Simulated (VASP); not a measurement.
# Mg3CdSe4 (I4/mmm) in VASP: a series of runs

Mg3CdSe4 is run at these levels: PBE; tasks: single point, relaxation of cell and atoms.

Everything below comes from runs of VASP 6.6.1. Logs are shortened: lines on timing, memory, paths and dates and some standing lists are left out, and cuts for length are marked.

## Step 1: The cell of the first run

The structure is tetragonal, space group I4/mmm (No. 139). Conventional cell: a = 5.574 Å, b = 5.574 Å, c = 11.172 Å, α = 90.00°, β = 90.00°, γ = 90.00°. Mg (site symmetry -4m2) has 6 Se at 2.79 Å within 3.7 Å. Within 3.6 Å of Mg (site symmetry 4/mmm) lie 6 Se at 2.72 to 2.79 Å. Cd (site symmetry 4/mmm) has 6 Se at 2.79 to 2.87 Å within 3.7 Å. Within 3.7 Å of Se (site symmetry mmm) lie 4 Mg at 2.79 Å and 2 Cd at 2.79 Å. Se (site symmetry 4mm) has 5 Mg at 2.72 to 2.79 Å and 1 Cd at 2.87 Å within 3.6 Å.

## Step 2: Single point, PBE

INCAR

```
SYSTEM = Mg3CdSe4
ALGO = Normal ; EDIFF = 1E-7
ENCUT = 520 ; GGA = PE
ISIF = 2 ; ISMEAR = 0
LASPH = .TRUE. ; LCHARG = .FALSE.
LREAL = .FALSE. ; LWAVE = .FALSE.
NBANDS = 31 ; NELM = 60
PREC = Accurate ; SIGMA = 0.1
```

KPOINTS

```
k-points
0
G
  4 4 4
  0 0 0
```

POSCAR

```
Mg3CdSe4
1.0
   -2.7868135498      2.7868135498      5.5858482188
    2.7868135498     -2.7868135498      5.5858482188
    2.7868135498      2.7868135498     -5.5858482188
Mg Cd Se
3 1 4
Direct
    0.7500000000      0.2500000000      0.5000000000
    0.2500000000      0.7500000000      0.5000000000
    0.0000000000      0.0000000000      0.0000000000
    0.5000000000      0.5000000000      0.0000000000
    0.0000000000      0.5000000000      0.5000000000
    0.7566560412      0.7566560412      0.0000000000
    0.5000000000      0.0000000000      0.5000000000
    0.2433439588      0.2433439588      0.0000000000
```

Potentials or basis: VASP PAW PBE potentials, release 64 (Mg, Cd, Se).

Started as:

```bash
$ cat potpaw_PBE.64/Mg/POTCAR potpaw_PBE.64/Cd/POTCAR potpaw_PBE.64/Se/POTCAR > POTCAR
$ mpirun -np 1 vasp_std > vasp.out
```

OUTCAR:

```text
SYSTEM = Mg3CdSe4
   EDIFF = 1E-7
   ENCUT = 520
   GGA = PE
   ISIF = 2
   ISMEAR = 0
   LASPH = .TRUE.
   LREAL = .FALSE.
   NELM = 60
   PREC = Accurate

 ion  position               nearest neighbor table
   1  0.750  0.250  0.500-   6 2.79   8 2.79   6 2.79   8 2.79   7 2.79   5 2.79
   2  0.250  0.750  0.500-   6 2.79   8 2.79   6 2.79   8 2.79   7 2.79   5 2.79
   3  0.000  0.000  0.000-   6 2.72   8 2.72   7 2.79   5 2.79   5 2.79   7 2.79
   4  0.500  0.500  0.000-   5 2.79   7 2.79   7 2.79   5 2.79   6 2.87   8 2.87
   5  0.000  0.500  0.500-   3 2.79   4 2.79   3 2.79   4 2.79   1 2.79   2 2.79
   6  0.757  0.757  0.000-   3 2.72   2 2.79   1 2.79   1 2.79   2 2.79   4 2.87
   7  0.500  0.000  0.500-   3 2.79   4 2.79   4 2.79   3 2.79   1 2.79   2 2.79
   8  0.243  0.243  0.000-   3 2.72   2 2.79   1 2.79   1 2.79   2 2.79   4 2.87

  LATTYP: Found a body centered tetragonal cell.
 ALAT       =     5.5736270996
 C/A-ratio  =     2.0043853379

  Lattice vectors:

 A1 = (  -2.7868135498,   2.7868135498,   5.5858482188)
 A2 = (   2.7868135498,  -2.7868135498,   5.5858482188)
 A3 = (   2.7868135498,   2.7868135498,  -5.5858482188)

Analysis of symmetry for initial positions (statically):
=====================================================================
 Subroutine PRICEL returns:
 Original cell was already a primitive cell.

 Routine SETGRP: Setting up the symmetry group for a
 body centered tetragonal supercell.

 Subroutine GETGRP returns: Found 16 space group operations
 (whereof 16 operations were pure point group operations)
 out of a pool of 16 trial point group operations.

The static configuration has the point symmetry D_4h.

Analysis of symmetry for dynamics (positions and initial velocities):
=====================================================================
 Subroutine PRICEL returns:
 Original cell was already a primitive cell.

 Routine SETGRP: Setting up the symmetry group for a
 body centered tetragonal supercell.

 Subroutine GETGRP returns: Found 16 space group operations
 (whereof 16 operations were pure point group operations)
 out of a pool of 16 trial point group operations.

The dynamic configuration has the point symmetry D_4h.

 Subroutine INISYM returns: Found 16 space group operations
 (whereof 16 operations are pure point group operations),
 and found     1 'primitive' translations

----------------------------------------------------------------------------------------

                                     Primitive cell

  volume of cell :     173.5262

  direct lattice vectors                    reciprocal lattice vectors
    -2.786813550  2.786813550  5.585848219     0.000000000  0.179416380  0.089511920
     2.786813550 -2.786813550  5.585848219     0.179416380  0.000000000  0.089511920
     2.786813550  2.786813550 -5.585848219     0.179416380  0.179416380  0.000000000

  length of vectors
     6.836253349  6.836253349  6.836253349     0.200505914  0.200505914  0.253733078

  position of ions in fractional coordinates (direct lattice)
     0.750000000  0.250000000  0.500000000
     0.250000000  0.750000000  0.500000000
     0.000000000  0.000000000  0.000000000
     0.500000000  0.500000000  0.000000000
     0.000000000  0.500000000  0.500000000
     0.756656041  0.756656041  0.000000000
     0.500000000  0.000000000  0.500000000
     0.243343959  0.243343959  0.000000000

  ion indices of the primitive-cell ions
   primitive index   ion index
                 1           1
                 2           2
                 3           3
                 4           4
                 5           5
                 6           6
                 7           7
                 8           8

----------------------------------------------------------------------------------------

 KPOINTS: k-points

Automatic generation of k-mesh.
 Grid dimensions read from file:
 generate k-points for:    4    4    4

 Generating k-lattice:

  Cartesian coordinates                     Fractional coordinates (reciprocal lattice)
     0.000000000  0.044854095  0.022377980     0.250000000  0.000000000  0.000000000
     0.044854095  0.000000000  0.022377980     0.000000000  0.250000000  0.000000000
     0.044854095  0.044854095  0.000000000     0.000000000  0.000000000  0.250000000

  Length of vectors
     0.050126478  0.050126478  0.063433270

  Shift w.r.t. Gamma in fractional coordinates (k-lattice)
     0.000000000  0.000000000  0.000000000

 Subroutine IBZKPT returns following result:
 ===========================================

 Found     13 irreducible k-points:

 Following reciprocal coordinates:
            Coordinates               Weight
  0.000000  0.000000  0.000000      1.000000
  0.250000  0.000000  0.000000      8.000000
  0.500000  0.000000  0.000000      4.000000
  0.250000  0.250000  0.000000      8.000000
  0.500000  0.250000  0.000000     16.000000
 -0.250000  0.250000  0.000000      4.000000
  0.500000  0.500000  0.000000      2.000000
  0.250000  0.250000  0.250000      2.000000
 -0.250000  0.250000  0.250000      4.000000
  0.500000  0.500000  0.250000      4.000000
 -0.250000  0.500000  0.250000      8.000000
 -0.250000 -0.250000  0.250000      2.000000
  0.500000  0.500000  0.500000      1.000000
   k-points           NKPTS =     13   k-points in BZ     NKDIM =     13   number of bands    NBANDS=     31
   number of dos      NEDOS =    301   number of ions     NIONS =      8
   total plane-waves  NPLWV = 157464
   dimension x,y,z NGX =    54 NGY =   54 NGZ =   54
   dimension x,y,z NGXF=   108 NGYF=  108 NGZF=  108
   ions per type =               3   1   4
   NGX,Y,Z   is equivalent  to a cutoff of  13.13, 13.13, 13.13 a.u.
   NGXF,Y,Z  is equivalent  to a cutoff of  26.26, 26.26, 26.26 a.u.
 SYSTEM =  Mg3CdSe4
   PREC   = accura    normal or accurate (medium, high low for compatibility)
   ISTART =      0    job   : 0-new  1-cont  2-samecut
   ICHARG =      2    charge: 1-file 2-atom 10-const
   ISPIN  =      1    spin polarized calculation?
   LNONCOLLINEAR =      F non collinear calculations
   LSORBIT =      F    spin-orbit coupling
   LASPH  =      T    aspherical Exc in radial PAW
   ENCUT  =  520.0 eV  38.22 Ry    6.18 a.u.  12.71 12.71 12.71*2*pi/ulx,y,z
   NELM   =     60;   NELMIN=  2; NELMDL= -5     # of ELM steps
   EDIFF  = 0.1E-06   stopping-criterion for ELM
   LREAL  =      F    real-space projection
   EDIFFG = 0.1E-05   stopping-criterion for IOM
   NSW    =      0    number of steps for IOM
   IBRION =     -1    ionic relax: 0-MD 1-quasi-New 2-CG
   NFREE  =      0    steps in history (QN), initial steepest desc. (CG)
   ISIF   =      2    stress and relaxation
   ISYM   =      2    0-nonsym 1-usesym 2-fastsym
   POTIM  = 0.5000    time-step for ionic-motion
   TEBEG  =    0.0;   TEEND  =   0.0 temperature during run
   PSTRESS=    0.0 pullay stress
   NELECT =      42.0000    total number of electrons
   NUPDOWN=      -1.0000    fix difference up-down
   EMIN   =  10.00;   EMAX   =-10.00  energy-range for DOS
   EFERMI =   0.00;   METHOD = LEGACY
   ISMEAR =     0;   SIGMA  =   0.10  broadening in eV -4-tet -1-fermi 0-gaus
   EFERMI_NEDOS =   21; number of points for ismear=-14 and -15
   IALGO  =     38    algorithm
   IMIX   =      4    mixing-type and parameters
     AMIX     =   0.40;   BMIX     =  1.00
     AMIX_MAG =   1.60;   BMIX_MAG =  1.00
  volume/ion in A,a.u.               =      21.69       146.38
  Fermi-wavevector in a.u.,A,eV,Ry     =   1.020241  1.927977 14.162203  1.040893
  Thomas-Fermi vector in A             =   2.153800
   LORBIT       =      0    0 simple, 1 ext, 2 COOP (PROOUT), +10 PAW based schemes
   GGA     = PE    functional components
   LHFCALC =     F    Hartree Fock is set to
   AEXX    =    0.0000 exact exchange contribution
   IVDW    =     0    specifies the selected vdW correction
   LEPSILON=     F    determine dielectric tensor
   LRPA    =     F    only Hartree local field effects (RPA)
 non-spin polarized calculation
 Gauss-broadening in eV      SIGMA  =   0.10
  energy-cutoff  :      520.00
  volume of cell :      173.53
 maximum number of plane-waves:      4725
 NGX is ok and might be reduce to    54
   NGX = 25   NGY = 25   NGZ = 25

 number of electron      42.0000002 magnetization

 Free energy of the ion-electron system (eV)
  ---------------------------------------------------
  ext. energy  EPLUGINS =         0.00000000
  ---------------------------------------------------
  free energy    TOTEN  =       -27.55377798 eV

  energy without entropy =      -27.55318333  energy(sigma->0) =      -27.55348066

 E-fermi :   3.2060     XC(G=0):  -9.5201

 val. band max:        3.0528188502   @ k =   0.5000   0.5000   0.0000
 cond. band min:       3.3161802089   @ k =   0.5000   0.5000   0.5000
 fundamental gap:      0.2633613587
 Fermi energy:         3.2060026438

 k-point     1 :       0.0000    0.0000    0.0000
  band No.  band energies     occupation
      1     -10.0301      2.00000
      2      -8.9450      2.00000
      3      -8.8723      2.00000
      4      -8.6916      2.00000
      5      -4.9508      2.00000
      6      -4.9508      2.00000
[... 23 lines left out ...]
     30      10.0422      0.00000
     31      10.1762      0.00000

 k-point     2 :       0.2500    0.0000    0.0000
  band No.  band energies     occupation
      1      -9.8319      2.00000
      2      -9.0041      2.00000
      3      -8.8888      2.00000
      4      -8.7768      2.00000
      5      -4.9792      2.00000
      6      -4.9564      2.00000
[... 23 lines left out ...]
     30       9.6017      0.00000
     31      10.0262      0.00000

 k-point     3 :       0.5000    0.0000    0.0000
  band No.  band energies     occupation
      1      -9.3803      2.00000
      2      -9.3396      2.00000
      3      -8.9524      2.00000
      4      -8.7955      2.00000
      5      -5.1930      2.00000
      6      -4.9773      2.00000
[... 23 lines left out ...]
     30       8.8158      0.00000
     31       9.0867      0.00000

 k-point     4 :       0.2500    0.2500    0.0000
  band No.  band energies     occupation
      1      -9.5871      2.00000
      2      -9.0145      2.00000
      3      -8.9782      2.00000
      4      -8.8683      2.00000
      5      -5.0020      2.00000
      6      -4.9917      2.00000
[... 23 lines left out ...]
     30       9.7006      0.00000
     31       9.9857      0.00000

 k-point     5 :       0.5000    0.2500    0.0000
  band No.  band energies     occupation
      1      -9.3266      2.00000
      2      -9.1736      2.00000
      3      -8.9843      2.00000
      4      -8.8645      2.00000
      5      -5.2081      2.00000
      6      -5.0045      2.00000
[... 23 lines left out ...]
     30       9.2540      0.00000
     31       9.4007      0.00000
[... 168 lines left out ...]
     30       9.8383      0.00000
     31       9.9332      0.00000

 k-point    11 :      -0.2500    0.5000    0.2500
  band No.  band energies     occupation
      1      -9.5677      2.00000
      2      -9.1574      2.00000
      3      -9.0562      2.00000
      4      -8.8031      2.00000
      5      -5.0088      2.00000
      6      -4.9562      2.00000
[... 23 lines left out ...]
     30       9.3747      0.00000
     31       9.3967      0.00000

 k-point    12 :      -0.2500   -0.2500    0.2500
  band No.  band energies     occupation
      1      -9.8756      2.00000
      2      -9.0570      2.00000
      3      -8.9575      2.00000
      4      -8.7228      2.00000
      5      -4.9458      2.00000
      6      -4.9458      2.00000
[... 23 lines left out ...]
     30      10.0704      0.00000
     31      10.9100      0.00000

 k-point    13 :       0.5000    0.5000    0.5000
  band No.  band energies     occupation
      1      -9.5542      2.00000
      2      -9.3949      2.00000
      3      -8.9698      2.00000
      4      -8.7704      2.00000
      5      -4.9411      2.00000
      6      -4.9406      2.00000
[... 23 lines left out ...]
     30       9.5408      0.00000
     31       9.6345      0.00000

------------------------ aborting loop because EDIFF is reached ----------------------------------------

  FORCE on cell =-STRESS in cart. coord.  units (eV):
  Direction    XX          YY          ZZ          XY          YZ          ZX
  --------------------------------------------------------------------------------------
  -------------------------------------------------------------------------------------
  Total       -0.0126727     -0.0126727     -0.0327774      0.0000000      0.0000000      0.0000000
  in kB       -0.1170080     -0.1170080     -0.3026355      0.0000000      0.0000000      0.0000000
  external PRESSURE =      -0.1788838 kB  Pullay stress =       0.0000000 kB

 VOLUME and BASIS-vectors are now :
 -----------------------------------------------------------------------------
  energy-cutoff  :      520.00
  volume of cell :      173.53
      direct lattice vectors                 reciprocal lattice vectors
    -2.786813550  2.786813550  5.585848219     0.000000000  0.179416380  0.089511920
     2.786813550 -2.786813550  5.585848219     0.179416380  0.000000000  0.089511920
     2.786813550  2.786813550 -5.585848219     0.179416380  0.179416380  0.000000000

 POSITION                                       TOTAL-FORCE (eV/Angst)
 -----------------------------------------------------------------------------------
     -0.00000      2.78681      2.79292        -0.000000     -0.000000     -0.000000
      2.78681     -0.00000      2.79292        -0.000000     -0.000000     -0.000000
      0.00000      0.00000      0.00000        -0.000000     -0.000000      0.000000
      0.00000      0.00000      5.58585        -0.000000     -0.000000      0.000000
      2.78681      0.00000      0.00000        -0.000000     -0.000000      0.000000
      0.00000      0.00000      8.45313        -0.000000     -0.000000      0.007412
      0.00000      2.78681      0.00000        -0.000000     -0.000000      0.000000
      0.00000      0.00000      2.71856         0.000000      0.000000     -0.007412
 -----------------------------------------------------------------------------------
    total drift:                                0.000000     -0.000000     -0.000000

  FREE ENERGIE OF THE ION-ELECTRON SYSTEM (eV)
  ---------------------------------------------------
  free  energy   TOTEN  =       -27.5537779843 eV

  energy  without entropy=      -27.5531833335  energy(sigma->0) =      -27.55348066
```

It took 2.7 min on 1 thread of Intel Xeon Platinum 8259CL at 2.50GHz (Skylake/Cascade Lake), shared host; peak memory 0.43 GiB.

Results:

```yaml
Free_energy: -27.5538 eV
Pressure: 0.0 GPa
Largest_force: 0.007 eV/Å
Band_gap_on_the_k_mesh: 0.26 eV, indirect (least direct gap 0.98 eV)
```

Forces on the atoms (eV/Å):
```
Mg   0.000  0.000  0.000
Mg   0.000  0.000  0.000
Mg   0.000  0.000  0.000
Cd   0.000  0.000  0.000
Se   0.000  0.000  0.000
Se   0.000  0.000  0.007
Se   0.000  0.000  0.000
Se   0.000  0.000 -0.007
```

A k mesh can miss the band edges.

(Continued in part 2 of 2.)
